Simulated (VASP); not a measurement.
# CuO (P6_3/mmc) in VASP: a series of runs

The runs below take CuO through single point, with PBE.

All numbers are computed with VASP 6.6.1; they aren't measurements. Logs are shortened: lines on timing, memory, paths and dates and some standing lists are left out, and cuts for length are marked.

## Step 1: The cell of the first run

The structure is hexagonal, space group P6_3/mmc (No. 194). The conventional cell has a = 3.115 Å, b = 3.115 Å, c = 4.341 Å, α = 90.00°, β = 90.00°, γ = 120.00°. Within 2.8 Å of Cu (site symmetry -3m) lie 6 O at 2.10 Å and 2 Cu at 2.17 Å. Within 2.8 Å of O (site symmetry -6m2) lie 6 Cu at 2.10 Å.

## Step 2: Single point, PBE

Input file INCAR:

```
SYSTEM = CuO
PREC = Accurate ; ENCUT = 520
EDIFF = 1E-6 ; ISMEAR = -1
SIGMA = 0.05 ; LREAL = .False.
LASPH = .True. ; NELM = 100
ALGO = Normal ; ISIF = 2
LWAVE = .False. ; LCHARG = .False.
GGA = PE ; NBANDS = 25
```

Input file KPOINTS:

```
regular mesh
0
Gamma
  10 10 6
  0 0 0
```

Input file POSCAR:

```
CuO
1.0
    3.1146264570      0.0000000000      0.0000000000
   -1.5573132285      2.6973456382      0.0000000000
    0.0000000000      0.0000000000      4.3410267600
Cu O
2 2
Direct
    0.0000000000      0.0000000000      0.0000000000
    0.0000000000      0.0000000000      0.5000000000
    0.3333333333      0.6666666667      0.2500000000
    0.6666666667      0.3333333333      0.7500000000
```

Potentials or basis: VASP PAW PBE potentials, release 64 (Cu, O).

Command:

```
> cat potpaw_PBE.64/Cu/POTCAR potpaw_PBE.64/O/POTCAR > POTCAR
> mpirun -np 1 vasp_std > vasp.out
```

OUTCAR:

```text
SYSTEM = CuO
   PREC = Accurate
   ENCUT = 520
   EDIFF = 1E-6
   ISMEAR = -1
   LREAL = .False.
   LASPH = .True.
   NELM = 100
   ISIF = 2
   GGA = PE

 ion  position               nearest neighbor table
   1  0.000  0.000  0.000-   3 2.10   4 2.10   4 2.10   3 2.10   4 2.10   3 2.10   2 2.17   2 2.17

   2  0.000  0.000  0.500-   3 2.10   4 2.10   4 2.10   3 2.10   4 2.10   3 2.10   1 2.17   1 2.17

   3  0.333  0.667  0.250-   1 2.10   2 2.10   1 2.10   2 2.10   1 2.10   2 2.10
   4  0.667  0.333  0.750-   1 2.10   2 2.10   1 2.10   2 2.10   1 2.10   2 2.10

  LATTYP: Found a hexagonal cell.
 ALAT       =     3.1146264570
 C/A-ratio  =     1.3937551806

  Lattice vectors:

 A1 = (   3.1146264570,   0.0000000000,   0.0000000000)
 A2 = (  -1.5573132285,   2.6973456382,   0.0000000000)
 A3 = (   0.0000000000,   0.0000000000,   4.3410267600)

Analysis of symmetry for initial positions (statically):
=====================================================================
 Subroutine PRICEL returns:
 Original cell was already a primitive cell.

 Routine SETGRP: Setting up the symmetry group for a
 hexagonal supercell.

 Subroutine GETGRP returns: Found 24 space group operations
 (whereof 12 operations were pure point group operations)
 out of a pool of 24 trial point group operations.

The static configuration has the point symmetry D_3d.
 The point group associated with its full space group is D_6h.

Analysis of symmetry for dynamics (positions and initial velocities):
=====================================================================
 Subroutine PRICEL returns:
 Original cell was already a primitive cell.

 Routine SETGRP: Setting up the symmetry group for a
 hexagonal supercell.

 Subroutine GETGRP returns: Found 24 space group operations
 (whereof 12 operations were pure point group operations)
 out of a pool of 24 trial point group operations.

The dynamic configuration has the point symmetry D_3d.
 The point group associated with its full space group is D_6h.

 Subroutine INISYM returns: Found 24 space group operations
 (whereof 12 operations are pure point group operations),
 and found     1 'primitive' translations

----------------------------------------------------------------------------------------

                                     Primitive cell

  volume of cell :      36.4699

  direct lattice vectors                    reciprocal lattice vectors
     3.114626457  0.000000000  0.000000000     0.321065789  0.185367419  0.000000000
    -1.557313228  2.697345638  0.000000000     0.000000000  0.370734839  0.000000000
     0.000000000  0.000000000  4.341026760     0.000000000  0.000000000  0.230360248

  length of vectors
     3.114626457  3.114626460  4.341026760     0.370734839  0.370734839  0.230360248

  position of ions in fractional coordinates (direct lattice)
     0.000000000  0.000000000  0.000000000
     0.000000000  0.000000000  0.500000000
     0.333333333  0.666666667  0.250000000
     0.666666667  0.333333333  0.750000000

  ion indices of the primitive-cell ions
   primitive index   ion index
                 1           1
                 2           2
                 3           3
                 4           4

----------------------------------------------------------------------------------------

 KPOINTS: regular mesh

Automatic generation of k-mesh.
 Grid dimensions read from file:
 generate k-points for:   10   10    6

 Generating k-lattice:

  Cartesian coordinates                     Fractional coordinates (reciprocal lattice)
     0.032106579  0.018536742  0.000000000     0.100000000 -0.000000000  0.000000000
     0.000000000  0.037073484  0.000000000     0.000000000  0.100000000  0.000000000
     0.000000000  0.000000000  0.038393375     0.000000000  0.000000000  0.166666667

  Length of vectors
     0.037073484  0.037073484  0.038393375

  Shift w.r.t. Gamma in fractional coordinates (k-lattice)
     0.000000000  0.000000000  0.000000000

 Subroutine IBZKPT returns following result:
 ===========================================

 Found     56 irreducible k-points:

 Following reciprocal coordinates:
            Coordinates               Weight
  0.000000  0.000000  0.000000      1.000000
  0.100000 -0.000000  0.000000      6.000000
  0.200000 -0.000000  0.000000      6.000000
  0.300000 -0.000000  0.000000      6.000000
  0.400000 -0.000000  0.000000      6.000000
  0.500000  0.000000  0.000000      3.000000
[... 16 lines left out ...]
  0.300000  0.100000  0.166667     24.000000
  0.400000  0.100000  0.166667     24.000000
 [... further k-points ...]
   k-points           NKPTS =     56   k-points in BZ     NKDIM =     56   number of bands    NBANDS=     25
   number of dos      NEDOS =    301   number of ions     NIONS =      4
   total plane-waves  NPLWV =  18432
   dimension x,y,z NGX =    24 NGY =   24 NGZ =   32
   dimension x,y,z NGXF=    48 NGYF=   48 NGZF=   64
   ions per type =               2   2
   NGX,Y,Z   is equivalent  to a cutoff of  12.81, 12.81, 12.25 a.u.
   NGXF,Y,Z  is equivalent  to a cutoff of  25.62, 25.62, 24.51 a.u.
 SYSTEM =  CuO
   PREC   = accura    normal or accurate (medium, high low for compatibility)
   ISTART =      0    job   : 0-new  1-cont  2-samecut
   ICHARG =      2    charge: 1-file 2-atom 10-const
   ISPIN  =      1    spin polarized calculation?
   LNONCOLLINEAR =      F non collinear calculations
   LSORBIT =      F    spin-orbit coupling
   LASPH  =      T    aspherical Exc in radial PAW
   ENCUT  =  520.0 eV  38.22 Ry    6.18 a.u.   5.79  5.79  8.07*2*pi/ulx,y,z
   NELM   =    100;   NELMIN=  2; NELMDL= -5     # of ELM steps
   EDIFF  = 0.1E-05   stopping-criterion for ELM
   LREAL  =      F    real-space projection
   EDIFFG = 0.1E-04   stopping-criterion for IOM
   NSW    =      0    number of steps for IOM
   IBRION =     -1    ionic relax: 0-MD 1-quasi-New 2-CG
   NFREE  =      0    steps in history (QN), initial steepest desc. (CG)
   ISIF   =      2    stress and relaxation
   ISYM   =      2    0-nonsym 1-usesym 2-fastsym
   POTIM  = 0.5000    time-step for ionic-motion
   TEBEG  =    0.0;   TEEND  =   0.0 temperature during run
   PSTRESS=    0.0 pullay stress
   NELECT =      34.0000    total number of electrons
   NUPDOWN=      -1.0000    fix difference up-down
   EMIN   =  10.00;   EMAX   =-10.00  energy-range for DOS
   EFERMI =   0.00;   METHOD = LEGACY
   ISMEAR =    -1;   SIGMA  =   0.05  broadening in eV -4-tet -1-fermi 0-gaus
   EFERMI_NEDOS =   21; number of points for ismear=-14 and -15
   IALGO  =     38    algorithm
   IMIX   =      4    mixing-type and parameters
     AMIX     =   0.40;   BMIX     =  1.00
     AMIX_MAG =   1.60;   BMIX_MAG =  1.00
  volume/ion in A,a.u.               =       9.12        61.53
  Fermi-wavevector in a.u.,A,eV,Ry     =   1.599274  3.022189 34.799299  2.557676
  Thomas-Fermi vector in A             =   2.696592
   LORBIT       =      0    0 simple, 1 ext, 2 COOP (PROOUT), +10 PAW based schemes
   GGA     = PE    functional components
   LHFCALC =     F    Hartree Fock is set to
   AEXX    =    0.0000 exact exchange contribution
   IVDW    =     0    specifies the selected vdW correction
   LEPSILON=     F    determine dielectric tensor
   LRPA    =     F    only Hartree local field effects (RPA)
 non-spin polarized calculation
  energy-cutoff  :      520.00
  volume of cell :       36.47
 maximum number of plane-waves:       994
 NGX is ok and might be reduce to    24
   NGX = 11   NGY = 11   NGZ = 17

 number of electron      33.9999936 magnetization

 Free energy of the ion-electron system (eV)
  ---------------------------------------------------
  ext. energy  EPLUGINS =         0.00000000
  ---------------------------------------------------
  free energy    TOTEN  =       -17.94113084 eV

  energy without entropy =      -17.91548582  energy(sigma->0) =      -17.92830833

 E-fermi :   6.5999     XC(G=0): -12.5730

 val. band max:        6.5891249216   @ k =   0.5000   0.0000   0.3333
 cond. band min:       6.6187344618   @ k =   0.3000  -0.0000   0.0000
 fundamental gap:      0.0296095402
 Fermi energy:         6.5998855815

 k-point     1 :       0.0000    0.0000    0.0000
  band No.  band energies     occupation
      1     -13.1958      2.00000
      2     -11.4054      2.00000
      3      -0.5005      2.00000
      4       0.7781      2.00000
      5       0.7781      2.00000
      6       1.9954      2.00000
[... 17 lines left out ...]
     24      24.6120      0.00000
     25      25.2834      0.00000

 k-point     2 :       0.1000   -0.0000    0.0000
  band No.  band energies     occupation
      1     -13.1068      2.00000
      2     -11.4119      2.00000
      3      -0.3520      2.00000
      4       0.8077      2.00000
      5       0.8121      2.00000
      6       1.8461      2.00000
[... 17 lines left out ...]
     24      22.7133      0.00000
     25      24.4950      0.00000

 k-point     3 :       0.2000   -0.0000    0.0000
  band No.  band energies     occupation
      1     -12.8585      2.00000
      2     -11.4349      2.00000
      3       0.0704      2.00000
      4       0.8739      2.00000
      5       0.8789      2.00000
      6       1.1272      2.00000
[... 17 lines left out ...]
     24      20.8026      0.00000
     25      22.4360      0.00000

 k-point     4 :       0.3000   -0.0000    0.0000
  band No.  band energies     occupation
      1     -12.5076      2.00000
      2     -11.4868      2.00000
      3      -0.0104      2.00000
      4       0.6855      2.00000
      5       0.9424      2.00000
      6       1.1015      2.00000
[... 17 lines left out ...]
     24      21.0115      0.00000
     25      21.0228      0.00000
[... 477 lines left out ...]
 k-point    22 :       0.2000    0.1000    0.1667
  band No.  band energies     occupation
      1     -12.5649      2.00000
      2     -11.5463      2.00000
      3       0.1743      2.00000
      4       0.4867      2.00000
      5       0.9948      2.00000
      6       1.4604      2.00000
[... 17 lines left out ...]
     24      20.5980      0.00000
     25      21.6168      0.00000

 k-point    23 :       0.3000    0.1000    0.1667
  band No.  band energies     occupation
      1     -12.2310      2.00000
      2     -11.5810      2.00000
      3      -0.4184      2.00000
      4       0.4720      2.00000
      5       1.0065      2.00000
      6       1.7298      2.00000
[... 17 lines left out ...]
     24      20.1959      0.00000
     25      20.9386      0.00000

 k-point    24 :       0.4000    0.1000    0.1667
  band No.  band energies     occupation
      1     -11.9479      2.00000
      2     -11.6676      2.00000
      3      -0.9130      2.00000
      4       0.5403      2.00000
      5       1.1865      2.00000
      6       1.5803      2.00000
[... 17 lines left out ...]
     24      19.7289      0.00000
     25      20.5856      0.00000

 [... further k-points ...]

------------------------ aborting loop because EDIFF is reached ----------------------------------------

  FORCE on cell =-STRESS in cart. coord.  units (eV):
  Direction    XX          YY          ZZ          XY          YZ          ZX
  --------------------------------------------------------------------------------------
  -------------------------------------------------------------------------------------
  Total        0.4685645      0.4685645     13.0567950      0.0000000      0.0000000      0.0000000
  in kB       20.5847192     20.5847192    573.6039540      0.0000000      0.0000000      0.0000000
  external PRESSURE =     204.9244641 kB  Pullay stress =       0.0000000 kB

 VOLUME and BASIS-vectors are now :
 -----------------------------------------------------------------------------
  energy-cutoff  :      520.00
  volume of cell :       36.47
      direct lattice vectors                 reciprocal lattice vectors
     3.114626457  0.000000000  0.000000000     0.321065789  0.185367419  0.000000000
    -1.557313228  2.697345638  0.000000000     0.000000000  0.370734839  0.000000000
     0.000000000  0.000000000  4.341026760     0.000000000  0.000000000  0.230360248

 POSITION                                       TOTAL-FORCE (eV/Angst)
 -----------------------------------------------------------------------------------
      0.00000      0.00000      0.00000         0.000000      0.000000     -0.000000
      0.00000      0.00000      2.17051         0.000000      0.000000     -0.000000
     -0.00000      1.79823      1.08526        -0.000000      0.000000      0.000000
      1.55731      0.89912      3.25577         0.000000      0.000000     -0.000000
 -----------------------------------------------------------------------------------
    total drift:                               -0.000000      0.000000      0.000000

  FREE ENERGIE OF THE ION-ELECTRON SYSTEM (eV)
  ---------------------------------------------------
  free  energy   TOTEN  =       -17.9411308383 eV

  energy  without entropy=      -17.9154858229  energy(sigma->0) =      -17.92830833
```

Wall time 18 s (1 thread of Intel Xeon 6975P-C (Granite Rapids), shared host); peak memory 0.17 GiB.

Results:

```
Free energy            : -17.9411 eV
Pressure               : 20.5 GPa
Band gap on the k mesh : zero (band 17 reaches 7.25 eV, above the bottom of band 18 at 6.04 eV)
```

Caveat: semilocal functionals often make such compounds metallic where correlation or magnetic order opens a gap, which also shifts bond lengths.

## Step 3: Single point, PBE

This run uses another cell than the first one, of 9.31 Å³/atom, 1.021 times its volume.

Input file INCAR:

```
PREC = Accurate
ENCUT = 520
EDIFF = 1E-7
ISMEAR = -1
SIGMA = 0.05
LREAL = False
LASPH = True
NELM = 100
ALGO = Normal
ISIF = 2
LWAVE = False
LCHARG = False
GGA = PE
NBANDS = 25
```

Input file KPOINTS:

```
regular mesh
0
Gamma
  10 10 6
```

Input file POSCAR:

```
CuO
1.0
    3.1365611688      0.0000000000      0.0000000000
   -1.5682805844      2.7163416559      0.0000000000
    0.0000000000      0.0000000000      4.3715983782
Cu O
2 2
Direct
    0.0000000000      0.0000000000      0.0000000000
    0.0000000000      0.0000000000      0.5000000000
    0.3333333333      0.6666666667      0.2500000000
    0.6666666667      0.3333333333      0.7500000000
```

Potentials or basis: VASP PAW PBE potentials, release 64 (Cu, O).

Command:

```
> cat potpaw_PBE.64/Cu/POTCAR potpaw_PBE.64/O/POTCAR > POTCAR
> mpirun -np 1 vasp_std > vasp.out
```

Wall time 20 s (1 thread of Intel Xeon 6975P-C (Granite Rapids), shared host); peak memory 0.17 GiB.

Results (log left out):

| Item | Value |
| --- | --- |
| Free energy | -18.0286 eV |
| Pressure | 15.2 GPa |
| Band gap on the k mesh | zero (band 17 reaches 6.92 eV, above the bottom of band 18 at 5.74 eV) |

Stress tensor (GPa, compression positive):
```
-2.23  0.00  0.00
 0.00 -2.23  0.00
 0.00  0.00 50.18
```

Levels at points of the mesh, in eV from the Fermi level:
```tsv
k point	band 15	band 16	band 17	band 18	band 19	band 20
(0.00, 0.00, 0.00)	-1.51	-0.12	0.63	0.63	1.63	5.12
(0.50, 0.00, 0.00)	-1.54	-1.28	0.38	0.50	6.80	7.07
(0.00, 0.00, 0.50)	-0.16	-0.16	-0.16	-0.16	4.39	4.39
(0.50, 0.00, 0.50)	-0.58	-0.58	-0.55	-0.55	6.11	6.11
```

Caveat: semilocal functionals often make such compounds metallic where correlation or magnetic order opens a gap, which also shifts bond lengths. With open d or f shells a metallic result of PBE can be an artefact of self-interaction; +U or a hybrid may open a gap.

## Step 4: Single point, PBE

This run uses another cell than the first one, of 9.51 Å³/atom, 1.043 times its volume.

Edit INCAR of step 3 so:

```diff
@@ -2,3 +2,3 @@
 ENCUT = 520
-EDIFF = 1E-7
+EDIFF = 1E-6
 ISMEAR = -1
@@ -7,3 +7,3 @@
 LASPH = True
-NELM = 100
+NELM = 80
 ALGO = Normal
```

KPOINTS is that of step 3.

Input file POSCAR:

```
CuO
1.0
    3.1581933087      0.0000000000      0.0000000000
   -1.5790966543      2.7350756386      0.0000000000
    0.0000000000      0.0000000000      4.4017482853
Cu O
2 2
Direct
    0.0000000000      0.0000000000      0.0000000000
    0.0000000000      0.0000000000      0.5000000000
    0.3333333333      0.6666666667      0.2500000000
    0.6666666667      0.3333333333      0.7500000000
```

Command:

```
> cat potpaw_PBE.64/Cu/POTCAR potpaw_PBE.64/O/POTCAR > POTCAR
> mpirun -np 1 vasp_std > vasp.out
```

Wall time 19 s (1 thread of Intel Xeon 6975P-C (Granite Rapids), shared host); peak memory 0.18 GiB.

Results (log left out):

| Item | Value |
| --- | --- |
| Free energy | -18.0924 eV |
| Pressure | 10.7 GPa |
| Band gap on the k mesh | zero (band 17 reaches 6.61 eV, above the bottom of band 18 at 5.46 eV) |

Stress tensor (GPa, compression positive):
```
-5.85  0.00  0.00
 0.00 -5.85  0.00
 0.00  0.00 43.84
```

Levels at points of the mesh, in eV from the Fermi level:
| k point | band 15 | band 16 | band 17 | band 18 | band 19 | band 20 |
| --- | --- | --- | --- | --- | --- | --- |
| (0.00, 0.00, 0.00) | -1.48 | -0.13 | 0.61 | 0.61 | 1.53 | 5.10 |
| (0.50, 0.00, 0.00) | -1.51 | -1.25 | 0.36 | 0.49 | 6.74 | 6.92 |
| (0.00, 0.00, 0.50) | -0.15 | -0.15 | -0.15 | -0.15 | 4.29 | 4.29 |
| (0.50, 0.00, 0.50) | -0.56 | -0.56 | -0.55 | -0.55 | 6.02 | 6.02 |

Caveat: semilocal functionals often make such compounds metallic where correlation or magnetic order opens a gap, which also shifts bond lengths.

(Continued in part 2 of 2.)
